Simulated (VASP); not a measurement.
The system is HfB2.

```
Hf B
1.0
     3.14000    0.00000    0.00000
    -1.57000    2.71932    0.00000
     0.00000    0.00000    3.48000
Hf B
1 2
Cartesian
  0.0000 0.0000 0.0000
  1.5700 0.9064 1.7400
  0.0000 1.8129 1.7400
```

* Program: VASP 6.6.1
* Task: relaxation of cell and atoms
* Functional: PBE
* Dispersion: D3(BJ)
* Potentials or basis: VASP PAW PBE potentials, release 64 (Hf_pv, B)
* Cutoff: 600 eV
* k mesh: 10 × 10 × 8
* Occupations: fermi-dirac, width 0.05 eV
* Spin: no spin polarisation

At the start: pressure -5.0 GPa; volume 9.90 Å³/atom.

How do energy, volume and symmetry change on relaxing?

Over 3 steps the energy falls by 3.1 meV/atom and the volume is 9.71 Å³/atom (-1.9 %); space group P6/mmm (No. 191, to 0.05 Å).

The path:
```tsv
step	energy change (eV)	largest force (eV/Å)	pressure (GPa)	volume (Å³)
1	0.0000	0.0000	-5.01	29.71
2	0.0070	0.0000	7.17	28.40
3	-0.0092	0.0000	-0.02	29.14
```

Final structure:
```yaml
crystal:
  lattice:
    - [3.11837, 0.00000, 0.00000]
    - [-1.55918, 2.70059, 0.00000]
    - [0.00000, 0.00000, 3.46044]
  atoms:
    - { symbol: Hf, position: [0.00000, 0.00000, 0.00000] }
    - { symbol: B, position: [0.66667, 0.33333, 0.50000] }
    - { symbol: B, position: [0.33333, 0.66667, 0.50000] }
```

Caveat: pairwise dispersion overbinds metals, which lowers pressure and volume.
